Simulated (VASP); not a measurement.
# Ti16PO31 (a cell with a defect) in VASP: single point with PBE

Aim: the single point of Ti16PO31 (a cell with a defect) with PBE.

Everything below comes from runs of VASP 6.6.1. Logs are shortened: lines on timing, memory, paths and dates and some standing lists are left out, and cuts for length are marked.

**1. The cell of the first run**

The cell holds a defect, 48 atoms: a = 8.573 Å, b = 7.778 Å, c = 8.573 Å, α = 111.91°, β = 111.11°, γ = 109.39°.

**2. Single point, PBE**

INCAR reads:

```
  ALGO = Normal
  EDIFF = 1E-6
  ENCUT = 520
  GGA = PE
  ISIF = 2
  ISMEAR = -1
  LASPH = T
  LCHARG = T
  LELF = T
  LREAL = Auto
  LUSENCCL = F
  LVHAR = T
  LWAVE = F
  NBANDS = 222
  NELECT = 384.0
  NELM = 100
  PREC = Accurate
  SIGMA = 0.01
```

KPOINTS reads:

```
k-points
0
Gamma
  3 3 3
```

POSCAR reads:

```
Ti16PO31
1.0
   -5.2971993865      4.8490000000      4.6827502206
    3.8808006135     -4.8490000000      4.6827502206
    5.2971993865      4.8490000000     -4.6827502206
Ti O P
16 31 1
Direct
    0.1328566329      0.2527937707      0.1676331768
    0.6264370709      0.7453965948      0.1577252431
    0.6284202488      0.2158302922      0.6798527736
    0.1292105993      0.7441406824      0.6624916249
    0.4213401866      0.5079615740      0.6346507532
    0.9204386523      1.0035588931      0.6293584549
    0.9150011946      0.5066106944      0.1354004851
    0.4167678838      1.0051016058      0.1345811612
    0.8890674089      0.7822668533      0.8563251984
    0.3668883923      0.2512241957      0.8308183159
    0.3653495956      0.7546890750      0.3346202554
    0.8740850443      0.2579802452      0.3356243684
    0.5817893810      0.5060199049      0.3478004721
    0.0850645864      0.0012189358      0.3723311560
    0.0797405118      0.4946932692      0.8660078179
    0.5782492283     -0.0116408464      0.8712443495
    0.3344230135      0.1918859247      0.2214888300
    0.8314529950      0.6898175516      0.2355480417
    0.8428974666      0.1909301789      0.7320407582
    0.3386465062      0.6957994308      0.7388188453
    0.5388319998      0.5564773828      0.8944708936
    0.0413430524      0.0656494632      0.8962023214
    0.0424352837      0.5593289197      0.3963884682
    0.5232713402      0.0442647788      0.3896459193
    0.6640112280      0.8120904326      0.7733372513
    0.1589747360      0.3053416798      0.7629862701
    0.1581671572      0.8072827160      0.2718524697
    0.6635990132      0.3046376739      0.2623346352
    0.4483173323      0.4412322632      0.0906224765
    0.9621332711      0.9517101773      0.1169680307
    0.9668556436      0.4446183843      0.6037060470
    0.4459684266      0.9249550776      0.6040930061
    0.1288030065      0.9616349865      0.5967887570
    0.1274181371      0.4641021329      0.0995435242
    0.6267214161      0.9625434047      0.1009623006
    0.1417956342      0.2947243147      0.4183527039
    0.6356575741      0.7954499582      0.4117319678
    0.6318856051      0.2828256357      0.9240446612
    0.1356589700      0.7859620517      0.9150620321
    0.3769571550      0.5410982437      0.3999581358
    0.8734332173      0.0402811187      0.3994600443
    0.8762843319      0.5374826497      0.9132777290
    0.3653675043      0.0365950465      0.8999557047
    0.8665447154      0.7201951906      0.5827310064
    0.3636771203      0.2136487416      0.5850703616
    0.3590254855      0.7087524058      0.0792449502
    0.8647081466      0.2130596326      0.0840183669
    0.6540268974      0.4377767111      0.5828278834
```

Potentials or basis: VASP PAW PBE potentials, release 64 (Ti_sv, O, P).

Run with:

```console
$ cat potpaw_PBE.64/Ti_sv/POTCAR potpaw_PBE.64/O/POTCAR potpaw_PBE.64/P/POTCAR > POTCAR
$ mpirun -np 1 vasp_std > vasp.out
```

OUTCAR:

```text
EDIFF = 1E-6
   ENCUT = 520
   GGA = PE
   ISIF = 2
   ISMEAR = -1
   LASPH = T
   LREAL = Auto
   NELECT = 384.0
   NELM = 100
   PREC = Accurate

 ion  position               nearest neighbor table
   1  0.133  0.253  0.168-  22 1.88  17 1.89  34 1.95  40 1.98  47 2.02  36 2.02  30 2.08   9 2.92

   2  0.626  0.745  0.158-  21 1.84  18 1.90  35 1.92  46 2.03  41 2.03  37 2.03  29 2.05  13 2.92

   3  0.628  0.216  0.680-  19 1.82  38 1.95  32 1.95  24 1.97  45 2.11  42 2.11  48 2.16  16 2.86
[... 27 lines left out ...]
  27  0.158  0.807  0.272-  14 1.86  11 1.89   7 2.04
  28  0.664  0.305  0.262-  12 1.89  13 1.93   8 2.06
  29  0.448  0.441  0.091-  10 1.84  13 1.84   2 2.05
  30  0.962  0.952  0.117-   9 1.84  14 1.87   1 2.08
  31  0.967  0.445  0.604-  12 1.86  15 1.92   4 2.02
  32  0.446  0.925  0.604-  11 1.88  16 1.92   3 1.95
  33  0.129  0.962  0.597-  10 1.97   4 1.97  14 1.98   6 2.01
  34  0.127  0.464  0.100-   1 1.95  11 1.98  15 2.02   7 2.06
  35  0.627  0.963  0.101-   2 1.92  16 1.96  12 2.02   8 2.03
  36  0.142  0.295  0.418-   5 1.95  14 2.01   1 2.02  12 2.02
  37  0.636  0.795  0.412-  13 1.95   6 1.98   2 2.03  11 2.04
  38  0.632  0.283  0.924-   3 1.95   7 1.97  10 2.01  16 2.01
  39  0.136  0.786  0.915-   8 1.97   9 1.98  15 1.99   4 2.04
  40  0.377  0.541  0.400-  11 1.96   1 1.98  13 2.04   5 2.04
  41  0.873  0.040  0.399-  12 1.96   6 2.01  14 2.01   2 2.03
  42  0.876  0.537  0.913-   7 1.93  15 2.03   3 2.11   9 2.11  48 2.40
  43  0.365  0.037  0.900-  10 1.97   4 1.98   8 2.03  16 2.06
  44  0.867  0.720  0.583-   6 1.94  13 2.01   4 2.02   9 2.13  48 2.34
  45  0.364  0.214  0.585-  14 1.94  10 2.00   5 2.01   3 2.11
  46  0.359  0.709  0.079-  15 1.94   8 2.01   2 2.03  11 2.06
  47  0.865  0.213  0.084-  16 1.99   7 2.01   1 2.02  12 2.02
  48  0.654  0.438  0.583-   3 2.16  13 2.20   9 2.25  44 2.34   5 2.38  42 2.40  24 2.44

  LATTYP: Found a base centered monoclinic cell.
 ALAT       =    12.1636775739
 B/A-ratio  =     0.7972917681
 C/A-ratio  =     0.7545415393
 COS(beta)  =    -0.6380965937

  Lattice vectors:

 A1 = (  -3.8808006135,  -4.8490000000,  -4.6827502206)
 A2 = (  -3.8808006135,   4.8490000000,  -4.6827502206)
 A3 = (   9.1780000000,   0.0000000000,   0.0000000000)

Analysis of symmetry for initial positions (statically):
=====================================================================
 Subroutine PRICEL returns:
 Original cell was already a primitive cell.

 Routine SETGRP: Setting up the symmetry group for a
 base centered monoclinic supercell.

 Subroutine GETGRP returns: Found  1 space group operations
 (whereof  1 operations were pure point group operations)
 out of a pool of  4 trial point group operations.

The static configuration has the point symmetry C_1 .

Analysis of symmetry for dynamics (positions and initial velocities):
=====================================================================
 Subroutine PRICEL returns:
 Original cell was already a primitive cell.

 Routine SETGRP: Setting up the symmetry group for a
 base centered monoclinic supercell.

 Subroutine GETGRP returns: Found  1 space group operations
 (whereof  1 operations were pure point group operations)
 out of a pool of  4 trial point group operations.

The dynamic configuration has the point symmetry C_1 .

 Subroutine INISYM returns: Found  1 space group operations
 (whereof  1 operations are pure point group operations),
 and found     1 'primitive' translations

----------------------------------------------------------------------------------------

                                     Primitive cell

  volume of cell :     416.8034

  direct lattice vectors                    reciprocal lattice vectors
    -5.297199386  4.849000000  4.682750221     0.000000000  0.103114044  0.106774860
     3.880800613 -4.849000000  4.682750221     0.108956200  0.000000000  0.123252936
     5.297199386  4.849000000 -4.682750221     0.108956200  0.103114044  0.016478076

  length of vectors
     8.573288282  7.778275132  8.573288282     0.148436440  0.164507567  0.150915495

  position of ions in fractional coordinates (direct lattice)
     0.132856633  0.252793771  0.167633177
     0.626437071  0.745396595  0.157725243
     0.628420249  0.215830292  0.679852774
     0.129210599  0.744140682  0.662491625
     0.421340187  0.507961574  0.634650753
     0.920438652  0.003558893  0.629358455
[... 40 lines left out ...]
     0.864708147  0.213059633  0.084018367
     0.654026897  0.437776711  0.582827883

  ion indices of the primitive-cell ions
   primitive index   ion index
                 1           1
                 2           2
                 3           3
                 4           4
                 5           5
                 6           6
[... 40 lines left out ...]
                47          47
                48          48

----------------------------------------------------------------------------------------

 KPOINTS: k-points

Automatic generation of k-mesh.
 Grid dimensions read from file:
 generate k-points for:    3    3    3

 Generating k-lattice:

  Cartesian coordinates                     Fractional coordinates (reciprocal lattice)
     0.000000000  0.034371348  0.035591620     0.333333333  0.000000000 -0.000000000
     0.036318733  0.000000000  0.041084312    -0.000000000  0.333333333  0.000000000
     0.036318733  0.034371348  0.005492692    -0.000000000  0.000000000  0.333333333

  Length of vectors
     0.049478813  0.054835856  0.050305165

  Shift w.r.t. Gamma in fractional coordinates (k-lattice)
     0.000000000  0.000000000  0.000000000

 Subroutine IBZKPT returns following result:
 ===========================================

 Found     14 irreducible k-points:

 Following reciprocal coordinates:
            Coordinates               Weight
  0.000000  0.000000  0.000000      1.000000
  0.333333  0.000000  0.000000      2.000000
  0.000000 -0.333333  0.333333      2.000000
  0.000000  0.333333  0.000000      2.000000
  0.333333  0.333333  0.000000      2.000000
  0.000000  0.333333  0.333333      2.000000
 -0.333333  0.333333  0.000000      2.000000
  0.000000 -0.000000 -0.333333      2.000000
  0.333333  0.000000  0.333333      2.000000
  0.333333  0.333333  0.333333      2.000000
 -0.333333  0.000000  0.333333      2.000000
 -0.333333  0.333333  0.333333      2.000000
  0.333333 -0.333333  0.333333      2.000000
 -0.333333 -0.333333  0.333333      2.000000
   k-points           NKPTS =     14   k-points in BZ     NKDIM =     14   number of bands    NBANDS=    222
   number of dos      NEDOS =    301   number of ions     NIONS =     48
   total plane-waves  NPLWV = 245760
   dimension x,y,z NGX =    64 NGY =   60 NGZ =   64
   dimension x,y,z NGXF=   128 NGYF=  120 NGZF=  128
   ions per type =              16  31   1
   NGX,Y,Z   is equivalent  to a cutoff of  12.41, 12.82, 12.41 a.u.
   NGXF,Y,Z  is equivalent  to a cutoff of  24.82, 25.65, 24.82 a.u.
 SYSTEM =  unknown system
   PREC   = accura    normal or accurate (medium, high low for compatibility)
   ISTART =      0    job   : 0-new  1-cont  2-samecut
   ICHARG =      2    charge: 1-file 2-atom 10-const
   ISPIN  =      1    spin polarized calculation?
   LNONCOLLINEAR =      F non collinear calculations
   LSORBIT =      F    spin-orbit coupling
   LASPH  =      T    aspherical Exc in radial PAW
   ENCUT  =  520.0 eV  38.22 Ry    6.18 a.u.  15.94 14.46 15.94*2*pi/ulx,y,z
   NELM   =    100;   NELMIN=  2; NELMDL= -5     # of ELM steps
   EDIFF  = 0.1E-05   stopping-criterion for ELM
   LREAL  =      T    real-space projection
   EDIFFG = 0.1E-04   stopping-criterion for IOM
   NSW    =      0    number of steps for IOM
   IBRION =     -1    ionic relax: 0-MD 1-quasi-New 2-CG
   NFREE  =      0    steps in history (QN), initial steepest desc. (CG)
   ISIF   =      2    stress and relaxation
   ISYM   =      2    0-nonsym 1-usesym 2-fastsym
   POTIM  = 0.5000    time-step for ionic-motion
   TEBEG  =    0.0;   TEEND  =   0.0 temperature during run
   PSTRESS=    0.0 pullay stress
   NELECT =     384.0000    total number of electrons
   NUPDOWN=      -1.0000    fix difference up-down
   EMIN   =  10.00;   EMAX   =-10.00  energy-range for DOS
   EFERMI =   0.00;   METHOD = LEGACY
   ISMEAR =    -1;   SIGMA  =   0.01  broadening in eV -4-tet -1-fermi 0-gaus
   EFERMI_NEDOS =   21; number of points for ismear=-14 and -15
   IALGO  =     38    algorithm
   IMIX   =      4    mixing-type and parameters
     AMIX     =   0.40;   BMIX     =  1.00
     AMIX_MAG =   1.60;   BMIX_MAG =  1.00
  volume/ion in A,a.u.               =       8.68        58.60
  Fermi-wavevector in a.u.,A,eV,Ry     =   1.592972  3.010281 34.525600  2.537560
  Thomas-Fermi vector in A             =   2.691274
   LORBIT       =      0    0 simple, 1 ext, 2 COOP (PROOUT), +10 PAW based schemes
   GGA     = PE    functional components
   LHFCALC =     F    Hartree Fock is set to
   AEXX    =    0.0000 exact exchange contribution
   IVDW    =     0    specifies the selected vdW correction
   LEPSILON=     F    determine dielectric tensor
   LRPA    =     F    only Hartree local field effects (RPA)
 non-spin polarized calculation
  energy-cutoff  :      520.00
  volume of cell :      416.80
 maximum number of plane-waves:     11262
   NGX = 31   NGY = 29   NGZ = 31

 number of electron     383.9999995 magnetization

 Free energy of the ion-electron system (eV)
  ---------------------------------------------------
  ext. energy  EPLUGINS =         0.00000000
  ---------------------------------------------------
  free energy    TOTEN  =      -404.71953773 eV

  energy without entropy =     -404.71953773  energy(sigma->0) =     -404.71953773

 E-fermi :   9.2703     XC(G=0): -12.6581

 val. band max:        8.9362549662   @ k =  -0.3333   0.3333   0.3333
 cond. band min:       9.7133049457   @ k =  -0.3333  -0.3333   0.3333
 fundamental gap:      0.7770499796
 Fermi energy:         9.2702600207

 k-point     1 :       0.0000    0.0000    0.0000
  band No.  band energies     occupation
      1     -49.2180      2.00000
      2     -49.1526      2.00000
      3     -49.1318      2.00000
      4     -49.1262      2.00000
      5     -49.1091      2.00000
      6     -49.0924      2.00000
[... 2887 lines left out ...]
    203      10.4710      0.00000
    204      10.4903      0.00000
 [bands above 204 left out]

------------------------ aborting loop because EDIFF is reached ----------------------------------------

  FORCE on cell =-STRESS in cart. coord.  units (eV):
  Direction    XX          YY          ZZ          XY          YZ          ZX
  --------------------------------------------------------------------------------------
  -------------------------------------------------------------------------------------
  Total      106.9254530    111.8049091    105.5338884      4.4234565     -5.5648948      4.5969818
  in kB      411.0176342    429.7740899    405.6685094     17.0036093    -21.3912576     17.6706342
  external PRESSURE =     415.4867445 kB  Pullay stress =       0.0000000 kB

 VOLUME and BASIS-vectors are now :
 -----------------------------------------------------------------------------
  energy-cutoff  :      520.00
  volume of cell :      416.80
      direct lattice vectors                 reciprocal lattice vectors
    -5.297199386  4.849000000  4.682750221     0.000000000  0.103114044  0.106774860
     3.880800613 -4.849000000  4.682750221     0.108956200  0.000000000  0.123252936
     5.297199386  4.849000000 -4.682750221     0.108956200  0.103114044  0.016478076

 POSITION                                       TOTAL-FORCE (eV/Angst)
 -----------------------------------------------------------------------------------
      1.16526      0.23128      1.02092         0.016825     -0.010567     -0.014888
      0.40988      0.18797      5.68537         0.023361     -0.007864      0.002134
      1.11004      5.29725      0.76983         0.019415     -0.049774      0.030187
      5.71276      0.23063      0.98740         0.032465     -0.013197     -0.005643
      3.10125      2.65739      1.37978        -0.038340      0.001724      0.031392
     -1.52810      7.49771      1.37972        -0.009186     -0.011947      0.014557
[... 40 lines left out ...]
     -3.30863      3.56725      4.65348        -0.027382     -0.005523     -0.001434
      1.32177      3.87473      2.38341        -0.008344      0.001636      0.001793
 -----------------------------------------------------------------------------------
    total drift:                               -0.005803      0.006551      0.013000

  FREE ENERGIE OF THE ION-ELECTRON SYSTEM (eV)
  ---------------------------------------------------
  free  energy   TOTEN  =      -404.7195377302 eV

  energy  without entropy=     -404.7195377302  energy(sigma->0) =     -404.71953773
```

It took 9.8 min on 1 × NVIDIA H100 80GB with 1 thread of AMD EPYC 7R13 (Zen 3), shared host; peak memory 2 GiB.

What came out:

| Quantity | Value |
| --- | --- |
| Free energy | -404.7195 eV |
| Largest force | 0.067 eV/Å |

Forces on the atoms (eV/Å):
```
Ti   0.017 -0.011 -0.015
Ti   0.023 -0.008  0.002
Ti   0.019 -0.050  0.030
Ti   0.032 -0.013 -0.006
Ti  -0.038  0.002  0.031
Ti  -0.009 -0.012  0.015
Ti  -0.017  0.007 -0.013
Ti  -0.029 -0.012  0.012
Ti  -0.036 -0.005 -0.044
Ti  -0.024  0.018  0.010
Ti  -0.022  0.017  0.001
Ti  -0.040  0.018 -0.002
Ti   0.019  0.059 -0.023
Ti   0.022  0.001 -0.018
Ti   0.010  0.012 -0.010
Ti   0.025 -0.007  0.013
O    0.021  0.005  0.000
O    0.019  0.014 -0.009
O    0.018  0.007 -0.005
O    0.008  0.013 -0.021
O   -0.030  0.000  0.011
O   -0.026 -0.004  0.024
O   -0.022  0.004  0.018
O    0.031  0.021  0.027
O   -0.039  0.015  0.018
O   -0.020 -0.008  0.019
O   -0.019 -0.008  0.010
O    0.006 -0.018  0.008
O    0.021 -0.007 -0.019
O    0.025 -0.011 -0.009
O    0.028  0.000 -0.022
O    0.013 -0.007 -0.039
O   -0.030 -0.003 -0.008
O   -0.021 -0.013 -0.002
O   -0.013 -0.004  0.005
O    0.023 -0.010 -0.009
O    0.037 -0.013  0.011
O    0.039  0.000 -0.008
O    0.021 -0.005  0.005
O    0.018  0.022 -0.002
O    0.020  0.000 -0.006
O    0.009 -0.051  0.017
O    0.030  0.009  0.000
O   -0.026  0.012 -0.036
O   -0.035  0.016  0.032
O   -0.024  0.014  0.003
O   -0.027 -0.006 -0.001
P   -0.008  0.002  0.002
```

Levels at points of the mesh, in eV from the Fermi level:
| k point | band 189 | band 190 | band 191 | band 192 | band 193 | band 194 | band 195 | band 196 |
| --- | --- | --- | --- | --- | --- | --- | --- | --- |
| (0.00, 0.00, 0.00) | -2.24 | -1.13 | -0.75 | -0.37 | 0.57 | 0.63 | 0.67 | 0.77 |

Caveat: the cell carries a net charge on a neutralising background, which shifts energy and pressure; the cell is charged against a uniform background, so pressure and absolute levels hang on convention.
